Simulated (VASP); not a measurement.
# Tc in VASP: further runs, part 2 of 3

VASP 6.6.1. Earlier steps stand in the parts before.

### 3 Electric field gradients, PBEsol (equal xx and yy strain of -2 %)

Input file INCAR:

```
SYSTEM = Tc
  PREC = Accurate
  ENCUT = 520
  EDIFF = 1E-8
  ISMEAR = -1
  SIGMA = 0.03
  LREAL = .FALSE.
  LASPH = .TRUE.
  NELM = 80
  ALGO = Normal
  ISIF = 2
  LWAVE = .FALSE.
  LCHARG = .FALSE.
  GGA = PS
  LEFG = .TRUE.
  NBANDS = 12
```

Input file KPOINTS:

```
regular mesh
0
G
  18 18 18
  0 0 0
```

Input file POSCAR:

```
Tc
1.0
    0.0000000000      1.9110000000      1.9500000000
    1.9110000000      0.0000000000      1.9500000000
    1.9110000000      1.9110000000      0.0000000000
Tc
1
Direct
    0.0000000000      0.0000000000      0.0000000000
```

Potentials or basis: VASP PAW PBE potentials, release 64 (Tc_pv).

Launch:

```console
> cat potpaw_PBE.64/Tc_pv/POTCAR > POTCAR
> mpirun -np 1 vasp_std > vasp.out
```

OUTCAR:

```text
SYSTEM = Tc
   PREC = Accurate
   ENCUT = 520
   EDIFF = 1E-8
   ISMEAR = -1
   LREAL = .FALSE.
   LASPH = .TRUE.
   NELM = 80
   ISIF = 2
   GGA = PS

 ion  position               nearest neighbor table
   1  0.000  0.000  0.000-

  LATTYP: Found a body centered tetragonal cell.
 ALAT       =     2.7025621177
 C/A-ratio  =     1.4430750636

  Lattice vectors:

 A1 = (  -1.9110000000,   0.0000000000,   1.9500000000)
 A2 = (   1.9110000000,   0.0000000000,   1.9500000000)
 A3 = (   0.0000000000,   1.9110000000,  -1.9500000000)

Analysis of symmetry for initial positions (statically):
=====================================================================
 Subroutine PRICEL returns:
 Original cell was already a primitive cell.

 Routine SETGRP: Setting up the symmetry group for a
 body centered tetragonal supercell.

 Subroutine GETGRP returns: Found 16 space group operations
 (whereof 16 operations were pure point group operations)
 out of a pool of 16 trial point group operations.

The static configuration has the point symmetry D_4h.

Analysis of symmetry for dynamics (positions and initial velocities):
=====================================================================
 Subroutine PRICEL returns:
 Original cell was already a primitive cell.

 Routine SETGRP: Setting up the symmetry group for a
 body centered tetragonal supercell.

 Subroutine GETGRP returns: Found 16 space group operations
 (whereof 16 operations were pure point group operations)
 out of a pool of 16 trial point group operations.

The dynamic configuration has the point symmetry D_4h.

 Subroutine INISYM returns: Found 16 space group operations
 (whereof 16 operations are pure point group operations),
 and found     1 'primitive' translations

----------------------------------------------------------------------------------------

                                     Primitive cell

  volume of cell :      14.2425

  direct lattice vectors                    reciprocal lattice vectors
     0.000000000  1.911000000  1.950000000    -0.261643119  0.261643119  0.256410256
     1.911000000  0.000000000  1.950000000     0.261643119 -0.261643119  0.256410256
     1.911000000  1.911000000  0.000000000     0.261643119  0.261643119 -0.256410256

  length of vectors
     2.730278557  2.730278557  2.702562118     0.450178257  0.450178257  0.450178257

  position of ions in fractional coordinates (direct lattice)
     0.000000000  0.000000000  0.000000000

  ion indices of the primitive-cell ions
   primitive index   ion index
                 1           1

----------------------------------------------------------------------------------------

 KPOINTS: regular mesh

Automatic generation of k-mesh.
 Grid dimensions read from file:
 generate k-points for:   18   18   18

 Generating k-lattice:

  Cartesian coordinates                     Fractional coordinates (reciprocal lattice)
    -0.014535729  0.014535729  0.014245014     0.055555556 -0.000000000  0.000000000
     0.014535729 -0.014535729  0.014245014    -0.000000000  0.055555556  0.000000000
[... 67 lines left out ...]
   TEBEG  =    0.0;   TEEND  =   0.0 temperature during run
   PSTRESS=    0.0 pullay stress
   NELECT =      13.0000    total number of electrons
   NUPDOWN=      -1.0000    fix difference up-down
   EMIN   =  10.00;   EMAX   =-10.00  energy-range for DOS
   EFERMI =   0.00;   METHOD = LEGACY
   ISMEAR =    -1;   SIGMA  =   0.03  broadening in eV -4-tet -1-fermi 0-gaus
   EFERMI_NEDOS =   21; number of points for ismear=-14 and -15
   IALGO  =     38    algorithm
   IMIX   =      4    mixing-type and parameters
     AMIX     =   0.40;   BMIX     =  1.00
     AMIX_MAG =   1.60;   BMIX_MAG =  1.00
  volume/ion in A,a.u.               =      14.24        96.11
  Fermi-wavevector in a.u.,A,eV,Ry     =   1.588037  3.000955 34.312010  2.521862
  Thomas-Fermi vector in A             =   2.687102
   LORBIT       =      0    0 simple, 1 ext, 2 COOP (PROOUT), +10 PAW based schemes
   GGA     = PS    functional components
   LHFCALC =     F    Hartree Fock is set to
   AEXX    =    0.0000 exact exchange contribution
   IVDW    =     0    specifies the selected vdW correction
   LEPSILON=     F    determine dielectric tensor
   LRPA    =     F    only Hartree local field effects (RPA)
 non-spin polarized calculation
  energy-cutoff  :      520.00
  volume of cell :       14.24
 maximum number of plane-waves:       394
   NGX = 11   NGY = 11   NGZ =  9

 number of electron      12.9999997 magnetization

 Free energy of the ion-electron system (eV)
  ---------------------------------------------------
  ext. energy  EPLUGINS =         0.00000000
  ---------------------------------------------------
  free energy    TOTEN  =       -11.18810315 eV

  energy without entropy =      -11.18496054  energy(sigma->0) =      -11.18653185

 E-fermi :  12.7719     XC(G=0): -13.9729

 val. band max:       12.7658302949   @ k =   0.5000   0.0000   0.3333
 cond. band min:      12.7739074048   @ k =  -0.4444   0.0556   0.3889
 fundamental gap:      0.0080771100
 Fermi energy:        12.7718769255

 k-point     1 :       0.0000    0.0000    0.0000
  band No.  band energies     occupation
      1     -25.5041      2.00000
      2     -25.4927      2.00000
      3     -25.4927      2.00000
      4       5.1956      2.00000
      5      10.7903      2.00000
      6      11.0519      2.00000
      7      11.0519      2.00000
      8      13.4494      0.00000
      9      13.7884      0.00000
     10      26.7936      0.00000
     11      31.9428      0.00000
     12      32.6416      0.00000
[... 331 lines left out ...]
 k-point    24 :      -0.2222    0.0556    0.0000
  band No.  band energies     occupation
      1     -26.1446      2.00000
      2     -25.6324      2.00000
      3     -25.5518      2.00000
      4       7.1435      2.00000
      5      10.3443      2.00000
      6      11.2709      2.00000
      7      11.5935      2.00000
      8      13.3526      0.00000
      9      14.1378      0.00000
     10      27.5311      0.00000
     11      29.9458      0.00000
     12      34.8042      0.00000

 [... further k-points ...]
[... 5 lines left out ...]
  --------------------------------------------------------------------------------------
  -------------------------------------------------------------------------------------
  Total       -0.2545865     -0.2545865     -0.6735618      0.0000000      0.0000000      0.0000000
  in kB      -28.6391456    -28.6391456    -75.7708322      0.0000000      0.0000000      0.0000000
  external PRESSURE =     -44.3497078 kB  Pullay stress =       0.0000000 kB

 VOLUME and BASIS-vectors are now :
 -----------------------------------------------------------------------------
  energy-cutoff  :      520.00
  volume of cell :       14.24
      direct lattice vectors                 reciprocal lattice vectors
     0.000000000  1.911000000  1.950000000    -0.261643119  0.261643119  0.256410256
     1.911000000  0.000000000  1.950000000     0.261643119 -0.261643119  0.256410256
     1.911000000  1.911000000  0.000000000     0.261643119  0.261643119 -0.256410256

 POSITION                                       TOTAL-FORCE (eV/Angst)
 -----------------------------------------------------------------------------------
      0.00000      0.00000      0.00000         0.000000     -0.000000      0.000000
 -----------------------------------------------------------------------------------
    total drift:                                0.000000     -0.000000     -0.000000

  FREE ENERGIE OF THE ION-ELECTRON SYSTEM (eV)
  ---------------------------------------------------
  free  energy   TOTEN  =       -11.1881031539 eV

  energy  without entropy=      -11.1849605383  energy(sigma->0) =      -11.18653185

 Electric field gradients (V/A^2)
---------------------------------------------------------------------
 ion       V_xx      V_yy      V_zz      V_xy      V_xz      V_yz
---------------------------------------------------------------------
   1       1.618     1.618    -3.237    -0.000    -0.001    -0.001
---------------------------------------------------------------------

 Electric field gradients after diagonalization (V/A^2)
 (convention: |V_zz| > |V_xx| > |V_yy|)
----------------------------------------------------------------------
 ion       V_xx      V_yy      V_zz     asymmetry (V_yy - V_xx)/ V_zz
----------------------------------------------------------------------
   1       1.619     1.618    -3.237       0.000
----------------------------------------------------------------------

           NMR quadrupolar parameters

 Cq : quadrupolar parameter    Cq=e*Q*V_zz/h
 eta: asymmetry parameters     (V_yy - V_xx)/ V_zz
 Q  : nuclear electric quadrupole moment in mb (millibarn)
----------------------------------------------------------------------
 ion       Cq(MHz)       eta       Q (mb)
----------------------------------------------------------------------
   1      -0.008       0.000       1.000
----------------------------------------------------------------------
```

OSZICAR:

```text
N       E                     dE             d eps       ncg     rms          rms(c)
DAV:   1     0.116104430852E+03    0.11610E+03   -0.78220E+03 11540   0.104E+03
DAV:   2    -0.103304094600E+02   -0.12643E+03   -0.12295E+03 12656   0.311E+02
DAV:   3    -0.120401571636E+02   -0.17097E+01   -0.17061E+01 12688   0.418E+01
DAV:   4    -0.120468989546E+02   -0.67418E-02   -0.67415E-02 12576   0.290E+00
DAV:   5    -0.120469496593E+02   -0.50705E-04   -0.50703E-04 12948   0.241E-01    0.179E+01
DAV:   6    -0.112857459834E+02    0.76120E+00   -0.10163E+00 11836   0.134E+01    0.542E+00
DAV:   7    -0.111945415031E+02    0.91204E-01   -0.16076E-01 12932   0.509E+00    0.639E-01
DAV:   8    -0.111881313187E+02    0.64102E-02   -0.53775E-03 11696   0.916E-01    0.175E-01
DAV:   9    -0.111880992193E+02    0.32099E-04   -0.90046E-05 13700   0.122E-01    0.166E-02
DAV:  10    -0.111881031150E+02   -0.38957E-05   -0.39960E-06 11940   0.218E-02    0.474E-03
DAV:  11    -0.111881030882E+02    0.26761E-07   -0.54147E-08 13960   0.270E-03    0.740E-04
DAV:  12    -0.111881031536E+02   -0.65422E-07   -0.54041E-09  7264   0.908E-04    0.883E-05
DAV:  13    -0.111881031539E+02   -0.29900E-09   -0.27533E-10  6536   0.207E-04
   1 F= -.11188103E+02 E0= -.11186532E+02  d E =-.314262E-02
```

stdout:

```text
POSCAR found type information on POSCAR Tc
 POSCAR found :  1 types and       1 ions
 scaLAPACK will be used
 -----------------------------------------------------------------------------
|                                                                             |
|                                                                             |
|     You enforced a specific xc type in the INCAR file but a different       |
|     I HOPE YOU KNOW WHAT YOU ARE DOING!                                     |
|                                                                             |
 -----------------------------------------------------------------------------

 LDA part: xc-table for (Slater+PW92), standard interpolation
 POSCAR, INCAR and KPOINTS ok, starting setup
 FFT: planning ... GRIDC
 FFT: planning ... GRID_SOFT
 FFT: planning ... GRID
 WAVECAR not read
 entering main loop
ion   1
```

Wall time 24 s (1 thread of Intel Xeon 6975P-C (Granite Rapids), shared host); peak memory 0.19 GiB.

Results:

| Property | Result |
| --- | --- |
| Free energy | -11.1881 eV |
| Pressure | -4.4 GPa |

Electric field gradients, principal values (V/Å²):
```csv
atom,least,middle,greatest (by size)
1 Tc,1.618,1.619,-3.237
```

Caveat: the cell differs from its parent crystal (equal xx and yy strain of -2 %); without QUAD_EFG the Cq values of the log hold for a quadrupole moment of 1 mb, not for the nuclei; the PAW data sets were made with another functional, which shifts forces and pressure a little.

[end of part 2 of 3]
